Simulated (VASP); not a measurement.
# MgO (dq5) (Fm-3m) in VASP: notebook

Runs on MgO (dq5). Level: LDA. Tasks: single point, relaxation of cell and atoms.

All numbers are computed with VASP 6.6.1; they aren't measurements. Logs are shortened: lines on timing, memory, paths and dates and some standing lists are left out, and cuts for length are marked.

**Experimental background.**

“Electronic structure of alkaline earth and post-transition metal oxides”, 2009, arxiv:0908.1581 quotes, for a bulk crystal of MgO: band gap 7.83 eV.

The results are compared with them further down.

## Step 1: The cell of the first run

It takes space group Fm-3m (No. 225, cubic). Conventional cell: a = 4.163 Å, b = 4.163 Å, c = 4.163 Å, α = 90.00°, β = 90.00°, γ = 90.00°. Mg (site symmetry m-3m) has 6 O at 2.08 Å within 2.8 Å. O (site symmetry m-3m) has 6 Mg at 2.08 Å within 2.8 Å.

## Step 2: Single point, LDA

The input, INCAR:

```
  PREC = Accurate
  ENCUT = 520
  EDIFF = 1E-6
  ISMEAR = 0
  SIGMA = 0.1
  LREAL = F
  LASPH = T
  NELM = 80
  ALGO = Normal
  ISIF = 2
  LWAVE = F
  LCHARG = F
  NBANDS = 11
```

The input, KPOINTS:

```
Automatic mesh
0
Gamma
  8 8 8
```

The input, POSCAR:

```
MgO
1.0
    0.0000000000      2.0816499855      2.0816499855
    2.0816499855      0.0000000000      2.0816499855
    2.0816499855      2.0816499855      0.0000000000
Mg O
1 1
Direct
    0.0000000000      0.0000000000      0.0000000000
    0.5000000000      0.5000000000      0.5000000000
```

Potentials or basis: VASP PAW LDA potentials, release 64 (Mg, O).

Command:

```console
$ cat potpaw_LDA.64/Mg/POTCAR potpaw_LDA.64/O/POTCAR > POTCAR
$ mpirun -np 1 vasp_std > vasp.out
```

OUTCAR:

```text
PREC = Accurate
   ENCUT = 520
   EDIFF = 1E-6
   ISMEAR = 0
   LREAL = F
   LASPH = T
   NELM = 80
   ISIF = 2

 ion  position               nearest neighbor table
   1  0.000  0.000  0.000-   2 2.08   2 2.08   2 2.08   2 2.08   2 2.08   2 2.08
   2  0.500  0.500  0.500-   1 2.08   1 2.08   1 2.08   1 2.08   1 2.08   1 2.08

  LATTYP: Found a face centered cubic cell.
 ALAT       =     4.1632999710

  Lattice vectors:

 A1 = (   0.0000000000,   2.0816499855,   2.0816499855)
 A2 = (   2.0816499855,   0.0000000000,   2.0816499855)
 A3 = (   2.0816499855,   2.0816499855,   0.0000000000)

Analysis of symmetry for initial positions (statically):
=====================================================================
 Subroutine PRICEL returns:
 Original cell was already a primitive cell.

 Routine SETGRP: Setting up the symmetry group for a
 face centered cubic supercell.

 Subroutine GETGRP returns: Found 48 space group operations
 (whereof 48 operations were pure point group operations)
 out of a pool of 48 trial point group operations.

The static configuration has the point symmetry O_h .

Analysis of symmetry for dynamics (positions and initial velocities):
=====================================================================
 Subroutine PRICEL returns:
 Original cell was already a primitive cell.

 Routine SETGRP: Setting up the symmetry group for a
 face centered cubic supercell.

 Subroutine GETGRP returns: Found 48 space group operations
 (whereof 48 operations were pure point group operations)
 out of a pool of 48 trial point group operations.

The dynamic configuration has the point symmetry O_h .

 Subroutine INISYM returns: Found 48 space group operations
 (whereof 48 operations are pure point group operations),
 and found     1 'primitive' translations

----------------------------------------------------------------------------------------

                                     Primitive cell

  volume of cell :      18.0407

  direct lattice vectors                    reciprocal lattice vectors
     0.000000000  2.081649985  2.081649985    -0.240194078  0.240194078  0.240194078
     2.081649985  0.000000000  2.081649985     0.240194078 -0.240194078  0.240194078
     2.081649985  2.081649985  0.000000000     0.240194078  0.240194078 -0.240194078

  length of vectors
     2.943897642  2.943897642  2.943897642     0.416028348  0.416028348  0.416028348

  position of ions in fractional coordinates (direct lattice)
     0.000000000  0.000000000  0.000000000
     0.500000000  0.500000000  0.500000000

  ion indices of the primitive-cell ions
   primitive index   ion index
                 1           1
                 2           2

----------------------------------------------------------------------------------------

 KPOINTS: Automatic mesh

Automatic generation of k-mesh.
 Grid dimensions read from file:
 generate k-points for:    8    8    8

 Generating k-lattice:

  Cartesian coordinates                     Fractional coordinates (reciprocal lattice)
    -0.030024260  0.030024260  0.030024260     0.125000000  0.000000000  0.000000000
     0.030024260 -0.030024260  0.030024260     0.000000000  0.125000000  0.000000000
     0.030024260  0.030024260 -0.030024260     0.000000000  0.000000000  0.125000000

  Length of vectors
     0.052003543  0.052003543  0.052003543

  Shift w.r.t. Gamma in fractional coordinates (k-lattice)
     0.000000000  0.000000000  0.000000000

 Subroutine IBZKPT returns following result:
 ===========================================

 Found     29 irreducible k-points:

 Following reciprocal coordinates:
            Coordinates               Weight
  0.000000  0.000000  0.000000      1.000000
  0.125000  0.000000  0.000000      8.000000
  0.250000  0.000000  0.000000      8.000000
  0.375000  0.000000  0.000000      8.000000
  0.500000  0.000000  0.000000      4.000000
  0.125000  0.125000  0.000000      6.000000
[... 16 lines left out ...]
  0.500000  0.250000  0.125000     48.000000
 -0.375000  0.250000  0.125000     24.000000
 [... further k-points ...]
   k-points           NKPTS =     29   k-points in BZ     NKDIM =     29   number of bands    NBANDS=     11
   number of dos      NEDOS =    301   number of ions     NIONS =      2
   total plane-waves  NPLWV =  13824
   dimension x,y,z NGX =    24 NGY =   24 NGZ =   24
   dimension x,y,z NGXF=    48 NGYF=   48 NGZF=   48
   ions per type =               1   1
   NGX,Y,Z   is equivalent  to a cutoff of  13.55, 13.55, 13.55 a.u.
   NGXF,Y,Z  is equivalent  to a cutoff of  27.11, 27.11, 27.11 a.u.
 SYSTEM =  unknown system
   PREC   = accura    normal or accurate (medium, high low for compatibility)
   ISTART =      0    job   : 0-new  1-cont  2-samecut
   ICHARG =      2    charge: 1-file 2-atom 10-const
   ISPIN  =      1    spin polarized calculation?
   LNONCOLLINEAR =      F non collinear calculations
   LSORBIT =      F    spin-orbit coupling
   LASPH  =      T    aspherical Exc in radial PAW
   ENCUT  =  520.0 eV  38.22 Ry    6.18 a.u.   5.47  5.47  5.47*2*pi/ulx,y,z
   NELM   =     80;   NELMIN=  2; NELMDL= -5     # of ELM steps
   EDIFF  = 0.1E-05   stopping-criterion for ELM
   LREAL  =      F    real-space projection
   EDIFFG = 0.1E-04   stopping-criterion for IOM
   NSW    =      0    number of steps for IOM
   IBRION =     -1    ionic relax: 0-MD 1-quasi-New 2-CG
   NFREE  =      0    steps in history (QN), initial steepest desc. (CG)
   ISIF   =      2    stress and relaxation
   ISYM   =      2    0-nonsym 1-usesym 2-fastsym
   POTIM  = 0.5000    time-step for ionic-motion
   TEBEG  =    0.0;   TEEND  =   0.0 temperature during run
   PSTRESS=    0.0 pullay stress
   NELECT =       8.0000    total number of electrons
   NUPDOWN=      -1.0000    fix difference up-down
   EMIN   =  10.00;   EMAX   =-10.00  energy-range for DOS
   EFERMI =   0.00;   METHOD = LEGACY
   ISMEAR =     0;   SIGMA  =   0.10  broadening in eV -4-tet -1-fermi 0-gaus
   EFERMI_NEDOS =   21; number of points for ismear=-14 and -15
   IALGO  =     38    algorithm
   IMIX   =      4    mixing-type and parameters
     AMIX     =   0.40;   BMIX     =  1.00
     AMIX_MAG =   1.60;   BMIX_MAG =  1.00
  volume/ion in A,a.u.               =       9.02        60.87
  Fermi-wavevector in a.u.,A,eV,Ry     =   1.248400  2.359134 21.204717  1.558503
  Thomas-Fermi vector in A             =   2.382488
   LORBIT       =      0    0 simple, 1 ext, 2 COOP (PROOUT), +10 PAW based schemes
   GGA     = CA    functional components
   LHFCALC =     F    Hartree Fock is set to
   AEXX    =    0.0000 exact exchange contribution
   IVDW    =     0    specifies the selected vdW correction
   LEPSILON=     F    determine dielectric tensor
   LRPA    =     F    only Hartree local field effects (RPA)
 non-spin polarized calculation
 Gauss-broadening in eV      SIGMA  =   0.10
  energy-cutoff  :      520.00
  volume of cell :       18.04
 maximum number of plane-waves:       531
 NGX is ok and might be reduce to    24
   NGX = 11   NGY = 11   NGZ = 11

 number of electron       8.0000001 magnetization

 Free energy of the ion-electron system (eV)
  ---------------------------------------------------
  ext. energy  EPLUGINS =         0.00000000
  ---------------------------------------------------
  free energy    TOTEN  =       -13.44418425 eV

  energy without entropy =      -13.44418425  energy(sigma->0) =      -13.44418425

 E-fermi :   3.6470     XC(G=0): -11.7615

 val. band max:        3.1509695612   @ k =   0.0000   0.0000   0.0000
 cond. band min:       8.1556059629   @ k =   0.0000   0.0000   0.0000
 fundamental gap:      5.0046364017
 Fermi energy:         3.6470393932

 k-point     1 :       0.0000    0.0000    0.0000
  band No.  band energies     occupation
      1     -14.0386      2.00000
      2       3.1510      2.00000
      3       3.1510      2.00000
      4       3.1510      2.00000
      5       8.1556      0.00000
      6      18.8657      0.00000
      7      18.8657      0.00000
      8      18.8657      0.00000
      9      22.9826      0.00000
     10      24.6696      0.00000
     11      24.6696      0.00000

 k-point     2 :       0.1250    0.0000    0.0000
  band No.  band energies     occupation
      1     -13.8577      2.00000
      2       2.1726      2.00000
      3       3.0390      2.00000
      4       3.0390      2.00000
      5       9.0563      0.00000
      6      17.2050      0.00000
      7      19.2447      0.00000
      8      19.2447      0.00000
      9      23.7311      0.00000
     10      23.7311      0.00000
     11      25.1995      0.00000

 k-point     3 :       0.2500    0.0000    0.0000
  band No.  band energies     occupation
      1     -13.3848      2.00000
      2       0.3889      2.00000
      3       2.7816      2.00000
      4       2.7816      2.00000
      5      10.4519      0.00000
      6      15.7228      0.00000
      7      19.7974      0.00000
      8      19.7974      0.00000
      9      23.3381      0.00000
     10      23.3381      0.00000
     11      25.3702      0.00000

 k-point     4 :       0.3750    0.0000    0.0000
  band No.  band energies     occupation
      1     -12.8441      2.00000
      2      -1.1121      2.00000
      3       2.5401      2.00000
      4       2.5401      2.00000
      5      11.0556      0.00000
      6      15.6596      0.00000
      7      19.6666      0.00000
      8      19.6666      0.00000
      9      24.5590      0.00000
     10      24.6673      0.00000
     11      24.6673      0.00000
[... 239 lines left out ...]
 k-point    22 :       0.3750    0.2500    0.1250
  band No.  band energies     occupation
      1     -13.0448      2.00000
      2       0.0113      2.00000
      3       1.9244      2.00000
      4       2.4907      2.00000
      5      11.8739      0.00000
      6      14.5557      0.00000
      7      18.3162      0.00000
      8      20.7880      0.00000
      9      21.2950      0.00000
     10      25.6769      0.00000
     11      29.1903      0.00000

 k-point    23 :       0.5000    0.2500    0.1250
  band No.  band energies     occupation
      1     -12.6174      2.00000
      2      -0.7382      2.00000
      3       1.3157      2.00000
      4       2.2221      2.00000
      5      12.7811      0.00000
      6      14.8452      0.00000
      7      17.1596      0.00000
      8      20.4046      0.00000
      9      22.9178      0.00000
     10      25.6909      0.00000
     11      29.3726      0.00000

 k-point    24 :      -0.3750    0.2500    0.1250
  band No.  band energies     occupation
      1     -12.4254      2.00000
      2      -1.0632      2.00000
      3       1.0983      2.00000
      4       2.0961      2.00000
      5      12.8966      0.00000
      6      15.4775      0.00000
      7      16.7222      0.00000
      8      20.1636      0.00000
      9      23.8123      0.00000
     10      25.3530      0.00000
     11      29.4954      0.00000

 [... further k-points ...]
[... 5 lines left out ...]
  --------------------------------------------------------------------------------------
  -------------------------------------------------------------------------------------
  Total       -0.2469964     -0.2469964     -0.2469964      0.0000000     -0.0000000      0.0000000
  in kB      -21.9355300    -21.9355300    -21.9355300      0.0000000     -0.0000000      0.0000000
  external PRESSURE =     -21.9355300 kB  Pullay stress =       0.0000000 kB

 VOLUME and BASIS-vectors are now :
 -----------------------------------------------------------------------------
  energy-cutoff  :      520.00
  volume of cell :       18.04
      direct lattice vectors                 reciprocal lattice vectors
     0.000000000  2.081649985  2.081649985    -0.240194078  0.240194078  0.240194078
     2.081649985  0.000000000  2.081649985     0.240194078 -0.240194078  0.240194078
     2.081649985  2.081649985  0.000000000     0.240194078  0.240194078 -0.240194078

 POSITION                                       TOTAL-FORCE (eV/Angst)
 -----------------------------------------------------------------------------------
      0.00000      0.00000      0.00000         0.000000      0.000000     -0.000000
      2.08165      2.08165      2.08165        -0.000000     -0.000000      0.000000
 -----------------------------------------------------------------------------------
    total drift:                               -0.000000     -0.000000      0.000000

  FREE ENERGIE OF THE ION-ELECTRON SYSTEM (eV)
  ---------------------------------------------------
  free  energy   TOTEN  =       -13.4441842520 eV

  energy  without entropy=      -13.4441842520  energy(sigma->0) =      -13.44418425
```

Wall time 10 s (1 thread of Intel Xeon 8259CL, shared host); peak memory 0.13 GiB.

What came out:

* Free energy: -13.4442 eV
* Pressure: -2.2 GPa
* Band gap on the k mesh: 5.00 eV, direct

Levels at points of the mesh, in eV from the valence-band top:
```csv
k point,band 1,band 2,band 3,band 4,band 5,band 6,band 7,band 8,band 9
"(0.00, 0.00, 0.00)",-17.19,0.00,0.00,0.00,5.00,15.71,15.71,15.71,19.83
"(0.50, 0.00, 0.00)",-15.74,-4.86,-0.71,-0.71,7.95,12.80,16.36,16.36,21.08
"(0.50, 0.50, 0.00)",-15.46,-4.30,-1.42,-1.42,8.92,10.08,13.26,19.17,19.17
```

## Step 3: Single point, LDA

The input, INCAR:

```
SYSTEM = MgO
PREC = Accurate ; ENCUT = 520
EDIFF = 1E-6 ; ISMEAR = 0
SIGMA = 0.02 ; LREAL = .FALSE.
LASPH = .TRUE. ; NELM = 60
ALGO = Normal ; ISIF = 2
LWAVE = .FALSE. ; LCHARG = .FALSE.
NBANDS = 11
```

The input, KPOINTS:

```
Automatic mesh
0
G
  8 8 8
  0 0 0
```

The input, POSCAR:

```
MgO
1.0
    0.0000000000      2.0803529743      2.0803529743
    2.0803529743      0.0000000000      2.0803529743
    2.0803529743      2.0803529743      0.0000000000
Mg O
1 1
Direct
    0.0000000000      0.0000000000      0.0000000000
    0.5000000000      0.5000000000      0.5000000000
```

Potentials or basis: VASP PAW LDA potentials, release 64 (Mg, O).

Command:

```console
$ cat potpaw_LDA.64/Mg/POTCAR potpaw_LDA.64/O/POTCAR > POTCAR
$ mpirun -np 1 vasp_std > vasp.out
```

OUTCAR:

```text
SYSTEM = MgO
   PREC = Accurate
   ENCUT = 520
   EDIFF = 1E-6
   ISMEAR = 0
   LREAL = .FALSE.
   LASPH = .TRUE.
   NELM = 60
   ISIF = 2

 ion  position               nearest neighbor table
   1  0.000  0.000  0.000-   2 2.08   2 2.08   2 2.08   2 2.08   2 2.08   2 2.08
   2  0.500  0.500  0.500-   1 2.08   1 2.08   1 2.08   1 2.08   1 2.08   1 2.08

  LATTYP: Found a face centered cubic cell.
 ALAT       =     4.1607059486

  Lattice vectors:

 A1 = (   0.0000000000,   2.0803529743,   2.0803529743)
 A2 = (   2.0803529743,   0.0000000000,   2.0803529743)
 A3 = (   2.0803529743,   2.0803529743,   0.0000000000)

Analysis of symmetry for initial positions (statically):
=====================================================================
 Subroutine PRICEL returns:
 Original cell was already a primitive cell.

 Routine SETGRP: Setting up the symmetry group for a
 face centered cubic supercell.

 Subroutine GETGRP returns: Found 48 space group operations
 (whereof 48 operations were pure point group operations)
 out of a pool of 48 trial point group operations.

The static configuration has the point symmetry O_h .

Analysis of symmetry for dynamics (positions and initial velocities):
=====================================================================
 Subroutine PRICEL returns:
[... 168 lines left out ...]
      2       3.1657      2.00000
      3       3.1657      2.00000
      4       3.1657      2.00000
      5       8.1894      0.00000
      6      18.8906      0.00000
      7      18.8906      0.00000
      8      18.8906      0.00000
      9      23.0125      0.00000
     10      24.7019      0.00000
     11      24.7019      0.00000
[... 309 lines left out ...]
 k-point    24 :      -0.3750    0.2500    0.1250
  band No.  band energies     occupation
      1     -12.4152      2.00000
      2      -1.0561      2.00000
      3       1.1087      2.00000
      4       2.1082      2.00000
      5      12.9247      0.00000
      6      15.5098      0.00000
      7      16.7578      0.00000
      8      20.2017      0.00000
      9      23.8493      0.00000
     10      25.3929      0.00000
     11      29.5406      0.00000

 [... further k-points ...]
[... 5 lines left out ...]
  --------------------------------------------------------------------------------------
  -------------------------------------------------------------------------------------
  Total       -0.2099906     -0.2099906     -0.2099906     -0.0000000      0.0000000     -0.0000000
  in kB      -18.6839741    -18.6839741    -18.6839741     -0.0000000      0.0000000     -0.0000000
  external PRESSURE =     -18.6839741 kB  Pullay stress =       0.0000000 kB

 VOLUME and BASIS-vectors are now :
 -----------------------------------------------------------------------------
  energy-cutoff  :      520.00
  volume of cell :       18.01
      direct lattice vectors                 reciprocal lattice vectors
     0.000000000  2.080352974  2.080352974    -0.240343829  0.240343829  0.240343829
     2.080352974  0.000000000  2.080352974     0.240343829 -0.240343829  0.240343829
     2.080352974  2.080352974  0.000000000     0.240343829  0.240343829 -0.240343829

 POSITION                                       TOTAL-FORCE (eV/Angst)
 -----------------------------------------------------------------------------------
      0.00000      0.00000      0.00000         0.000000      0.000000      0.000000
      2.08035      2.08035      2.08035         0.000000      0.000000     -0.000000
 -----------------------------------------------------------------------------------
    total drift:                               -0.000000     -0.000000      0.000000

  FREE ENERGIE OF THE ION-ELECTRON SYSTEM (eV)
  ---------------------------------------------------
  free  energy   TOTEN  =       -13.4445662266 eV

  energy  without entropy=      -13.4445662266  energy(sigma->0) =      -13.44456623
```

OSZICAR:

```text
N       E                     dE             d eps       ncg     rms          rms(c)
DAV:   1     0.697716560100E+01    0.69772E+01   -0.48098E+03   750   0.652E+02
DAV:   2    -0.146722325876E+02   -0.21649E+02   -0.21071E+02   719   0.123E+02
DAV:   3    -0.150264568929E+02   -0.35422E+00   -0.35405E+00   775   0.136E+01
DAV:   4    -0.150272125796E+02   -0.75569E-03   -0.75567E-03   686   0.702E-01
DAV:   5    -0.150272146861E+02   -0.21065E-05   -0.21065E-05   767   0.354E-02    0.709E+00
DAV:   6    -0.135062172310E+02    0.15210E+01   -0.85682E+00   659   0.161E+01    0.219E+00
DAV:   7    -0.134685743856E+02    0.37643E-01   -0.55962E-02   695   0.212E+00    0.129E+00
DAV:   8    -0.134450155273E+02    0.23559E-01   -0.28468E-02   665   0.173E+00    0.220E-01
DAV:   9    -0.134446942479E+02    0.32128E-03   -0.38108E-04   734   0.144E-01    0.130E-01
DAV:  10    -0.134445667165E+02    0.12753E-03   -0.32723E-04   686   0.150E-01    0.565E-03
DAV:  11    -0.134445662266E+02    0.48990E-06   -0.39435E-06   695   0.113E-02
   1 F= -.13444566E+02 E0= -.13444566E+02  d E =-.276918E-39
```

Wall time 11 s (1 thread of Intel Xeon 8259CL, shared host); peak memory 0.13 GiB.

Results:

- Free energy: -13.4446 eV
- Pressure: -1.9 GPa
- Band gap on the k mesh: 5.02 eV, direct

Levels at points of the mesh, in eV from the valence-band top:
```csv
k point,band 2,band 3,band 4,band 5,band 6,band 7
"(0.00, 0.00, 0.00)",0.00,0.00,0.00,5.02,15.72,15.72
"(0.50, 0.00, 0.00)",-4.87,-0.71,-0.71,7.97,12.82,16.38
"(0.50, 0.50, 0.00)",-4.31,-1.43,-1.43,8.92,10.10,13.28
```

(Part 1 of 2 ends here.)
